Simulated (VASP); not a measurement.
Mg2Si: single point with HSE06

The system is Mg2Si.

```
Si Mg
1.0
     0.00000    3.16237    3.16237
     3.16237    0.00000    3.16237
     3.16237    3.16237    0.00000
Si Mg
1 2
Direct
  0.00000 0.00000 0.00000
  0.25000 0.25000 0.25000
  0.75000 0.75000 0.75000
```

```json
{
 "Program": "VASP 6.6.1",
 "Task": "single point",
 "Functional": "HSE06",
 "Potentials or basis": "VASP PAW PBE potentials, release 64 (Si, Mg)",
 "Cutoff": "520 eV",
 "k mesh": "7 × 7 × 7",
 "Occupations": "fermi-dirac, width 0.05 eV",
 "Spin": "no spin polarisation"
}
```

The pressure is 0.1 GPa and the band gap on the k mesh is 0.70 eV (least direct gap 2.56 eV).

Levels at points of the mesh, in eV from the valence-band top:
| k point | band 2 | band 3 | band 4 | band 5 | band 6 | band 7 |
| --- | --- | --- | --- | --- | --- | --- |
| (0.00, 0.00, 0.00) | 0.00 | 0.00 | 0.00 | 2.56 | 3.15 | 3.15 |

It took 25 min on 1 thread of Intel(R) Xeon(R) 6975P-C (Granite Rapids) (shared host), peak memory 0.35 GiB.

Caveat: the PAW data sets were made with another functional, which shifts forces and pressure a little; an odd mesh through Γ misses points on the zone boundary, where band edges can lie.
